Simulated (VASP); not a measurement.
# Nb (P6_3/mmc) in VASP: a series of runs

The runs below take Nb through single point, with revPBE.

Everything below comes from runs of VASP 6.6.1. Logs are shortened: lines on timing, memory, paths and dates and some standing lists are left out, and cuts for length are marked.

## Step 1: The cell of the first run

The structure is hexagonal, space group P6_3/mmc (No. 194). Conventional cell: a = 2.882 Å, b = 2.882 Å, c = 5.264 Å, α = 90.00°, β = 90.00°, γ = 120.00°. Within 3.8 Å of Nb (site symmetry -6m2) lie 12 Nb at 2.88 to 3.11 Å.

## Step 2: Single point, revPBE

Contents of INCAR:

```
PREC = Accurate
ENCUT = 520
EDIFF = 1E-7
ISMEAR = -1
SIGMA = 0.1
LREAL = F
LASPH = T
NELM = 100
ALGO = Normal
ISIF = 2
LWAVE = F
LCHARG = T
GGA = RE
LELF = T
LVHAR = T
NBANDS = 20
```

Contents of KPOINTS:

```
Automatic mesh
0
Gamma
  14 14 7
```

Contents of POSCAR:

```
Nb
1.0
    2.8822122173      0.0000000000      0.0000000000
   -1.4411061087      2.4960689993      0.0000000000
    0.0000000000      0.0000000000      5.2635366844
Nb
2
Direct
    0.3333333333      0.6666666667      0.2500000000
    0.6666666667      0.3333333333      0.7500000000
```

Potentials or basis: VASP PAW PBE potentials, release 64 (Nb_sv).

Run with:

```console
$ cat potpaw_PBE.64/Nb_sv/POTCAR > POTCAR
$ mpirun -np 1 vasp_std > vasp.out
```

OUTCAR:

```text
PREC = Accurate
   ENCUT = 520
   EDIFF = 1E-7
   ISMEAR = -1
   LREAL = F
   LASPH = T
   NELM = 100
   ISIF = 2
   GGA = RE

 ion  position               nearest neighbor table
   1  0.333  0.667  0.250-
   2  0.667  0.333  0.750-

  LATTYP: Found a hexagonal cell.
 ALAT       =     2.8822122173
 C/A-ratio  =     1.8262141326

  Lattice vectors:

 A1 = (   2.8822122173,   0.0000000000,   0.0000000000)
 A2 = (  -1.4411061087,   2.4960689993,   0.0000000000)
 A3 = (   0.0000000000,   0.0000000000,   5.2635366844)

Analysis of symmetry for initial positions (statically):
=====================================================================
 Subroutine PRICEL returns:
 Original cell was already a primitive cell.

 Routine SETGRP: Setting up the symmetry group for a
 hexagonal supercell.

 Subroutine GETGRP returns: Found 24 space group operations
 (whereof 12 operations were pure point group operations)
 out of a pool of 24 trial point group operations.

The static configuration has the point symmetry D_3d.
 The point group associated with its full space group is D_6h.

Analysis of symmetry for dynamics (positions and initial velocities):
=====================================================================
 Subroutine PRICEL returns:
 Original cell was already a primitive cell.

 Routine SETGRP: Setting up the symmetry group for a
 hexagonal supercell.

 Subroutine GETGRP returns: Found 24 space group operations
 (whereof 12 operations were pure point group operations)
 out of a pool of 24 trial point group operations.

The dynamic configuration has the point symmetry D_3d.
 The point group associated with its full space group is D_6h.

 Subroutine INISYM returns: Found 24 space group operations
 (whereof 12 operations are pure point group operations),
 and found     1 'primitive' translations

----------------------------------------------------------------------------------------

                                     Primitive cell

  volume of cell :      37.8669

  direct lattice vectors                    reciprocal lattice vectors
     2.882212217  0.000000000  0.000000000     0.346955715  0.200314975  0.000000000
    -1.441106109  2.496068999  0.000000000     0.000000000  0.400629951  0.000000000
     0.000000000  0.000000000  5.263536684     0.000000000  0.000000000  0.189986327

  length of vectors
     2.882212217  2.882212217  5.263536684     0.400629951  0.400629951  0.189986327

  position of ions in fractional coordinates (direct lattice)
     0.333333333  0.666666667  0.250000000
     0.666666667  0.333333333  0.750000000

  ion indices of the primitive-cell ions
   primitive index   ion index
                 1           1
                 2           2

----------------------------------------------------------------------------------------

 KPOINTS: Automatic mesh

Automatic generation of k-mesh.
 Grid dimensions read from file:
 generate k-points for:   14   14    7

 Generating k-lattice:

  Cartesian coordinates                     Fractional coordinates (reciprocal lattice)
     0.024782551  0.014308213  0.000000000     0.071428571  0.000000000  0.000000000
     0.000000000  0.028616425  0.000000000     0.000000000  0.071428571  0.000000000
     0.000000000  0.000000000  0.027140904     0.000000000  0.000000000  0.142857143

  Length of vectors
     0.028616425  0.028616425  0.027140904

  Shift w.r.t. Gamma in fractional coordinates (k-lattice)
     0.000000000  0.000000000  0.000000000

 Subroutine IBZKPT returns following result:
 ===========================================

 Found     96 irreducible k-points:

 Following reciprocal coordinates:
            Coordinates               Weight
  0.000000  0.000000  0.000000      1.000000
  0.071429  0.000000  0.000000      6.000000
  0.142857  0.000000  0.000000      6.000000
  0.214286  0.000000  0.000000      6.000000
  0.285714  0.000000  0.000000      6.000000
  0.357143  0.000000  0.000000      6.000000
[... 16 lines left out ...]
  0.285714  0.285714  0.000000      6.000000
  0.357143  0.285714  0.000000      6.000000
 [... further k-points ...]
   k-points           NKPTS =     96   k-points in BZ     NKDIM =     96   number of bands    NBANDS=     20
   number of dos      NEDOS =    301   number of ions     NIONS =      2
   total plane-waves  NPLWV =  23040
   dimension x,y,z NGX =    24 NGY =   24 NGZ =   40
   dimension x,y,z NGXF=    48 NGYF=   48 NGZF=   80
   ions per type =               2
   NGX,Y,Z   is equivalent  to a cutoff of  13.84, 13.84, 12.63 a.u.
   NGXF,Y,Z  is equivalent  to a cutoff of  27.69, 27.69, 25.27 a.u.
 SYSTEM =  unknown system
   PREC   = accura    normal or accurate (medium, high low for compatibility)
   ISTART =      0    job   : 0-new  1-cont  2-samecut
   ICHARG =      2    charge: 1-file 2-atom 10-const
   ISPIN  =      1    spin polarized calculation?
   LNONCOLLINEAR =      F non collinear calculations
   LSORBIT =      F    spin-orbit coupling
   LASPH  =      T    aspherical Exc in radial PAW
   ENCUT  =  520.0 eV  38.22 Ry    6.18 a.u.   5.36  5.36  9.79*2*pi/ulx,y,z
   NELM   =    100;   NELMIN=  2; NELMDL= -5     # of ELM steps
   EDIFF  = 0.1E-06   stopping-criterion for ELM
   LREAL  =      F    real-space projection
   EDIFFG = 0.1E-05   stopping-criterion for IOM
   NSW    =      0    number of steps for IOM
   IBRION =     -1    ionic relax: 0-MD 1-quasi-New 2-CG
   NFREE  =      0    steps in history (QN), initial steepest desc. (CG)
   ISIF   =      2    stress and relaxation
   ISYM   =      2    0-nonsym 1-usesym 2-fastsym
   POTIM  = 0.5000    time-step for ionic-motion
   TEBEG  =    0.0;   TEEND  =   0.0 temperature during run
   PSTRESS=    0.0 pullay stress
   NELECT =      26.0000    total number of electrons
   NUPDOWN=      -1.0000    fix difference up-down
   EMIN   =  10.00;   EMAX   =-10.00  energy-range for DOS
   EFERMI =   0.00;   METHOD = LEGACY
   ISMEAR =    -1;   SIGMA  =   0.10  broadening in eV -4-tet -1-fermi 0-gaus
   EFERMI_NEDOS =   21; number of points for ismear=-14 and -15
   IALGO  =     38    algorithm
   IMIX   =      4    mixing-type and parameters
     AMIX     =   0.40;   BMIX     =  1.00
     AMIX_MAG =   1.60;   BMIX_MAG =  1.00
  volume/ion in A,a.u.               =      18.93       127.77
  Fermi-wavevector in a.u.,A,eV,Ry     =   1.444262  2.729259 28.380280  2.085892
  Thomas-Fermi vector in A             =   2.562576
   LORBIT       =      0    0 simple, 1 ext, 2 COOP (PROOUT), +10 PAW based schemes
   GGA     = RE    functional components
   LHFCALC =     F    Hartree Fock is set to
   AEXX    =    0.0000 exact exchange contribution
   IVDW    =     0    specifies the selected vdW correction
   LEPSILON=     F    determine dielectric tensor
   LRPA    =     F    only Hartree local field effects (RPA)
 non-spin polarized calculation
  energy-cutoff  :      520.00
  volume of cell :       37.87
 maximum number of plane-waves:      1051
 NGX is ok and might be reduce to    24
   NGX = 11   NGY = 11   NGZ = 19

 number of electron      26.0000002 magnetization

 Free energy of the ion-electron system (eV)
  ---------------------------------------------------
  ext. energy  EPLUGINS =         0.00000000
  ---------------------------------------------------
  free energy    TOTEN  =       -19.08554385 eV

  energy without entropy =      -18.99136587  energy(sigma->0) =      -19.03845486

 E-fermi :  10.9043     XC(G=0): -12.1790

 val. band max:       10.9011450676   @ k =   0.3571   0.2143   0.1429
 cond. band min:      10.9089719601   @ k =   0.1429   0.0714   0.2857
 fundamental gap:      0.0078268925
 Fermi energy:        10.9043251753

 k-point     1 :       0.0000    0.0000    0.0000
  band No.  band energies     occupation
      1     -43.8758      2.00000
      2     -43.7599      2.00000
      3     -20.3296      2.00000
      4     -19.4547      2.00000
      5     -19.2374      2.00000
      6     -19.2374      2.00000
[... 12 lines left out ...]
     19      15.0869      0.00000
     20      15.0869      0.00000

 k-point     2 :       0.0714    0.0000    0.0000
  band No.  band energies     occupation
      1     -43.8653      2.00000
      2     -43.7519      2.00000
      3     -20.3107      2.00000
      4     -19.4552      2.00000
      5     -19.3014      2.00000
      6     -19.2543      2.00000
[... 12 lines left out ...]
     19      15.1401      0.00000
     20      15.5486      0.00000

 k-point     3 :       0.1429    0.0000    0.0000
  band No.  band energies     occupation
      1     -43.8355      2.00000
      2     -43.7296      2.00000
      3     -20.2563      2.00000
      4     -19.4795      2.00000
      5     -19.4579      2.00000
      6     -19.4015      2.00000
[... 12 lines left out ...]
     19      15.2364      0.00000
     20      16.5377      0.00000

 k-point     4 :       0.2143    0.0000    0.0000
  band No.  band energies     occupation
      1     -43.7918      2.00000
      2     -43.6977      2.00000
      3     -20.1731      2.00000
      4     -19.7331      2.00000
      5     -19.6498      2.00000
      6     -19.4659      2.00000
[... 12 lines left out ...]
     19      15.2984      0.00000
     20      17.6825      0.00000

 k-point     5 :       0.2857    0.0000    0.0000
  band No.  band energies     occupation
      1     -43.7416      2.00000
      2     -43.6631      2.00000
      3     -20.0719      2.00000
      4     -20.0090      2.00000
      5     -19.9150      2.00000
      6     -19.4831      2.00000
[... 12 lines left out ...]
     19      15.3102      0.00000
     20      18.8066      0.00000
[... 353 lines left out ...]
      6     -19.7581      2.00000
[... 12 lines left out ...]
     19      17.6114      0.00000
     20      20.5917      0.00000

 k-point    22 :       0.3571    0.2143    0.0000
  band No.  band energies     occupation
      1     -43.6248      2.00000
      2     -43.6010      2.00000
      3     -20.3080      2.00000
      4     -20.2014      2.00000
      5     -19.8411      2.00000
      6     -19.7771      2.00000
[... 12 lines left out ...]
     19      18.3903      0.00000
     20      19.5949      0.00000

 k-point    23 :       0.2857    0.2857    0.0000
  band No.  band energies     occupation
      1     -43.6214      2.00000
      2     -43.6001      2.00000
      3     -20.2322      2.00000
      4     -20.1541      2.00000
      5     -19.9098      2.00000
      6     -19.8103      2.00000
[... 12 lines left out ...]
     19      18.5109      0.00000
     20      19.6283      0.00000

 k-point    24 :       0.3571    0.2857    0.0000
  band No.  band energies     occupation
      1     -43.6095      2.00000
      2     -43.6001      2.00000
      3     -20.2080      2.00000
      4     -20.1012      2.00000
      5     -20.0051      2.00000
      6     -19.8872      2.00000
[... 12 lines left out ...]
     19      18.8961      0.00000
     20      19.2164      0.00000

 [... further k-points ...]

------------------------ aborting loop because EDIFF is reached ----------------------------------------

  FORCE on cell =-STRESS in cart. coord.  units (eV):
  Direction    XX          YY          ZZ          XY          YZ          ZX
  --------------------------------------------------------------------------------------
  -------------------------------------------------------------------------------------
  Total       -0.1143077     -0.1143077     -0.0655483      0.0000000     -0.0000000     -0.0000000
  in kB       -4.8364405     -4.8364405     -2.7733947      0.0000000     -0.0000000     -0.0000000
  external PRESSURE =      -4.1487585 kB  Pullay stress =       0.0000000 kB

 VOLUME and BASIS-vectors are now :
 -----------------------------------------------------------------------------
  energy-cutoff  :      520.00
  volume of cell :       37.87
      direct lattice vectors                 reciprocal lattice vectors
     2.882212217  0.000000000  0.000000000     0.346955715  0.200314975  0.000000000
    -1.441106109  2.496068999  0.000000000     0.000000000  0.400629951  0.000000000
     0.000000000  0.000000000  5.263536684     0.000000000  0.000000000  0.189986327

 POSITION                                       TOTAL-FORCE (eV/Angst)
 -----------------------------------------------------------------------------------
     -0.00000      1.66405      1.31588        -0.000000      0.000000      0.000000
      1.44111      0.83202      3.94765         0.000000     -0.000000      0.000000
 -----------------------------------------------------------------------------------
    total drift:                               -0.000000      0.000000     -0.000000

  FREE ENERGIE OF THE ION-ELECTRON SYSTEM (eV)
  ---------------------------------------------------
  free  energy   TOTEN  =       -19.0855438538 eV

  energy  without entropy=      -18.9913658661  energy(sigma->0) =      -19.03845486
```

It took 35 s on 1 thread of Intel Xeon 6975P-C (Granite Rapids), shared host; peak memory 0.19 GiB.

What came out:

* Free energy: -19.0855 eV
* Pressure: -0.4 GPa
* Band gap on the k mesh: zero (band 13 reaches 12.43 eV, above the bottom of band 14 at 10.34 eV)

Levels at points of the mesh, in eV from the Fermi level:
```tsv
k point	band 9	band 10	band 11	band 12	band 13	band 14	band 15	band 16	band 17	band 18
(0.00, 0.00, 0.00)	-6.18	-3.85	-0.94	0.33	0.33	0.38	0.76	0.76	2.53	2.53
(0.50, 0.00, 0.00)	-3.54	-3.24	-3.16	-0.50	0.23	0.37	0.74	4.35	5.35	5.55
```

Caveat: the PAW data sets were made with another functional, which shifts forces and pressure a little.

## Step 3: Single point, revPBE (volume scaled by 1.04)

Contents of INCAR:

```
PREC = Accurate
ENCUT = 520
EDIFF = 1E-7
ISMEAR = -1
SIGMA = 0.1
LREAL = False
LASPH = True
NELM = 60
ALGO = Normal
ISIF = 2
LWAVE = False
LCHARG = False
GGA = RE
NBANDS = 20
```

KPOINTS is that of step 2.

Contents of POSCAR:

```
Nb
1.0
    2.9201404118      0.0000000000      0.0000000000
   -1.4600702059      2.5289157792      0.0000000000
    0.0000000000      0.0000000000      5.3328016891
Nb
2
Direct
    0.3333333333      0.6666666667      0.2500000000
    0.6666666667      0.3333333333      0.7500000000
```

Potentials or basis: VASP PAW PBE potentials, release 64 (Nb_sv).

Run with:

```console
$ cat potpaw_PBE.64/Nb_sv/POTCAR > POTCAR
$ mpirun -np 1 vasp_std > vasp.out
```

Wall time 42 s (1 thread of Intel Xeon 6975P-C (Granite Rapids), shared host); peak memory 0.19 GiB.

Results (log left out):

| Item | Value |
| --- | --- |
| Free energy | -19.0552 eV |
| Pressure | -6.0 GPa |
| Band gap on the k mesh | zero (band 13 reaches 11.80 eV, above the bottom of band 14 at 9.86 eV) |

Stress tensor (GPa, compression positive):
```
-6.26  0.00  0.00
 0.00 -6.26  0.00
 0.00  0.00 -5.59
```

Levels at points of the mesh, in eV from the Fermi level:
```csv
k point,band 11,band 12,band 13,band 14,band 15,band 16
"(0.00, 0.00, 0.00)",-0.87,0.29,0.34,0.34,0.75,0.75
"(0.50, 0.00, 0.00)",-2.98,-0.46,0.16,0.35,0.74,4.14
```

Caveat: the PAW data sets were made with another functional, which shifts forces and pressure a little.
